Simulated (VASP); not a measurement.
A run of VASP 6.6.1:

File INCAR:

```
PREC = Accurate ; ENCUT = 520
EDIFF = 1E-6 ; ISMEAR = 1
SIGMA = 0.01 ; LREAL = False
LASPH = True ; NELM = 60
ALGO = Normal ; ISIF = 2
LWAVE = False ; LCHARG = True
GGA = CA ; LELF = True
LVHAR = True ; NBANDS = 35
```

The input KPOINTS:

```
Automatic mesh
0
Gamma
  6 10 1
```

POSCAR

```
Te2Mo
1.0
    6.3616090156      0.0000000000      0.0000000000
    0.0000000000      3.4804030600      0.0000000000
   -0.0857412231      0.0000000000     36.1758904685
Te Mo
4 2
Direct
    0.0791521300      0.7500000000      0.4434726800
    0.9208478700      0.2500000000      0.5565273200
    0.5707489000      0.2500000000      0.4592964200
    0.4292511000      0.7500000000      0.5407035800
    0.8186524400      0.7500000000      0.5025346300
    0.1813475600      0.2500000000      0.4974653700
```

Potentials or basis: VASP PAW LDA potentials, release 64 (Te, Mo_sv).

Launch:

```console
$ cat potpaw_LDA.64/Te/POTCAR potpaw_LDA.64/Mo_sv/POTCAR > POTCAR
$ mpirun -np 1 vasp_std > vasp.out
```

Hardware: 1 thread of AMD EPYC 9R45 96-Core Processor (Zen 5), with other jobs on the host.

Question: How long does it take, and how much memory?

Answer: Wall time 14 min on 1 thread of AMD EPYC 9R45 96-Core Processor (Zen 5) (shared host), peak memory 0.88 GiB. Counts: scf iterations 26, k points 24.
